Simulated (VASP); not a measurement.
A run of VASP 6.6.1 is set up as follows.

INCAR

```
ALGO     = Normal         # electronic algorithm
EDIFF    = 1E-7           # SCF threshold, eV
ENCUT    = 520            # plane-wave cutoff, eV
GGA      = PE             # functional
ISIF     = 2              # what is computed and relaxed
ISMEAR   = 0              # smearing method
LASPH    = T              # aspherical terms in the spheres
LCHARG   = T              # write CHGCAR
LELF     = T              # ELF
LREAL    = F              # projectors in reciprocal space
LVHAR    = T            
LWAVE    = F              # write WAVECAR
NBANDS   = 46             # bands
NELM     = 100            # most SCF steps
PREC     = Accurate       # precision mode
SIGMA    = 0.1            # smearing width, eV
```

KPOINTS

```
k-points
0
Gamma
  6 4 4
```

The input POSCAR:

```
NbAs
1.0
   -2.9070788171      0.0000000000     -2.9070788171
   -2.9070788171     -5.8141576343      2.9070788171
   -2.9070788171      5.8141576343      2.9070788171
Nb As
4 4
Direct
    0.5000000000      1.0000000000      0.5000000000
    0.0000000000      0.5000000000      0.5000000000
    1.0000000000      1.0000000000      0.0000000000
    0.5000000000      0.5000000000      1.0000000000
    0.5000000000      0.8750000000      0.1250000000
    0.0000000000      0.3750000000      0.1250000000
    0.0000000000      0.8750000000      0.6250000000
    0.5000000000      0.3750000000      0.6250000000
```

Potentials or basis: VASP PAW PBE potentials, release 64 (Nb_sv, As).

The run is started by

```console
$ cat potpaw_PBE.64/Nb_sv/POTCAR potpaw_PBE.64/As/POTCAR > POTCAR
$ mpirun -np 1 vasp_std > vasp.out
```

Task: What does it give for the band gap on the k mesh?

Result: Zero (bands 36 and 37 overlap by 0.43 eV).

Task: Estimate the pressure.

Result: 0.1 GPa.
